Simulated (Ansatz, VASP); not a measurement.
**ZnS: VASP beside Ansatz**

INCAR

```
SYSTEM = ZnS
PREC     = Accurate       ! precision mode
ENCUT    = 520            ! plane-wave cutoff, eV
EDIFF    = 1E-6           ! SCF threshold, eV
ISMEAR   = 0              ! smearing method
SIGMA    = 0.05           ! smearing width, eV
LREAL    = .False.        ! projectors in reciprocal space
LASPH    = .True.         ! aspherical terms in the spheres
NELM     = 80             ! most SCF steps
ALGO     = Normal         ! electronic algorithm
ISIF     = 2              ! what is computed and relaxed
LWAVE    = .False.        ! write WAVECAR
LCHARG   = .False.        ! write CHGCAR
GGA      = PE             ! functional
NBANDS   = 26             ! bands
```

File KPOINTS:

```
regular mesh
0
Gamma
  9 9 4
  0 0 0
```

File POSCAR:

```
ZnS
1.0
    3.7428823172      0.0000000000      0.0000000000
   -1.8714411586      3.2414311700      0.0000000000
    0.0000000000      0.0000000000      6.3037246812
Zn S
2 2
Direct
    0.3163527059      0.6666666667      0.0052003729
    0.6836472941      0.3333333333      0.5052003729
    0.3470553733      0.6666666667      0.3797996271
    0.6529446267      0.3333333333      0.8797996271
```

Input for Ansatz:

```yaml
crystal:
  lattice:
    - [3.7428823172, 0.0, 0.0]
    - [-1.8714411586, 3.24143117, 0.0]
    - [0.0, 0.0, 6.3037246812]
  atoms:
    - { symbol: Zn, position: [0.3163527059, 0.6666666667, 0.0052003729] }
    - { symbol: Zn, position: [0.6836472941, 0.3333333333, 0.5052003729] }
    - { symbol: S, position: [0.3470553733, 0.6666666667, 0.3797996271] }
    - { symbol: S, position: [0.6529446267, 0.3333333333, 0.8797996271] }
basis:
  ecutwfc: 520.0
kpoints:
  mp_grid: { grid: [9, 9, 4] }
hamiltonian:
  xc: pbe
scf:
  occupations: { method: gaussian, width: 0.05 }
output:
  forces: true
  stress: true
  eigenvalues: true
```

Change from the starting cell: mode 4 frozen in at -0.065 Å, equal normal strain along x and y -0.0267.

Alike in both runs: task single point; functional PBE; k mesh 9 × 9 × 4; occupations gaussian, width 0.05 eV; no spin polarisation.

```csv
,VASP,Ansatz
version,VASP 6.6.1,Ansatz 0.2.0
potentials or method,"VASP PAW PBE potentials, release 64 (Zn, S), cutoff 520 eV","scalar-relativistic, plane waves, PAW"
valence electrons in the cell,36,36
```

```tsv
	VASP	Ansatz	Ansatz less VASP
gap on the k mesh at the Fermi level (eV)	2.23	2.23	-0.004
least direct gap on the mesh (eV)	2.23	2.23	-0.004
pressure (GPa)	4.4	4.3	-0.18
traceless stress, the component that is largest in VASP (GPa)	-2.76	-2.74	+0.019
rms of the force components (eV/Å)	0.131	0.129	-0.0018
```

Atom by atom the forces differ by 0.002 eV/Å (rms over components).
